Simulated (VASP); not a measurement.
Runs of VASP 6.6.1 on MnS. The structure is that of space group F-43m (No. 216), or close to it. The cells are those of the table. 

```tsv
fixed moment (μB)	cell	pressure (GPa)	moment (μB)
0.4375	a = 4.068 Å, angles 60.0°, 2 atoms	-21.6	0.44
2.625	a = 3.864 Å, angles 60.0°, 2 atoms	(b)	2.63
1.3125	a = 3.864 Å, angles 60.0°, 2 atoms	-20.8	1.31
1.3125	a = 4.068 Å, angles 60.0°, 2 atoms	(a)	1.31
3.5	a = 3.864 Å, angles 60.0°, 2 atoms	-9.3	3.50
```

Alike in all rows: task single point; level PBEsol; potentials or basis VASP PAW PBE potentials, release 64 (Mn_pv, S); spin collinear, ferromagnetic start; k mesh 16 × 16 × 16; cutoff (eV) 520; smearing gaussian 0.15 eV.

**Question.** Fill in the values left out.

**Answer.** (a) -22.2; (b) -14.9.

Caveats: the cell stands under tension; the PAW data sets were made with another functional, which shifts forces and pressure a little; the total moment is fixed, so each spin has its own Fermi level and the state may be an excited one; a cell with one magnetic atom can't hold antiferromagnetic order, which such compounds often take.
